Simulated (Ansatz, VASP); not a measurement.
**Hg: VASP beside Ansatz**

```
Hg
1.0
    -1.88157    1.88157    1.88157
     1.88157   -1.88157    1.88157
     1.88157    1.88157   -1.88157
Hg
1
Direct
  0.00000 0.00000 0.00000
```

Alike in both runs: functional r2SCAN; k mesh 12 × 12 × 12; occupations fermi-dirac, width 0.1 eV; no spin polarisation.

Ansatz relaxed the structure, and its values are those at the end. VASP's run is a single point on that final structure, the one shown.

```csv
,VASP,Ansatz
version,VASP 6.6.1,Ansatz 0.2.0
potentials or method,"VASP PAW PBE potentials, release 64 (Hg), cutoff 550 eV","plane waves (500 eV) with PAW, scalar-relativistic"
valence electrons in the cell,12,20
```

```tsv
	VASP	Ansatz	Ansatz less VASP
pressure (GPa)	0.2	0.0	-0.24
```

VASP's potentials were made for PBE, not for r2SCAN. With one functional, cell and mesh, what is left measures potentials, basis and numerics. VASP's potentials hold 12 valence electrons a cell and Ansatz's 20, so a difference there can come from the potentials and not from the codes.

Spin-orbit coupling is off throughout.
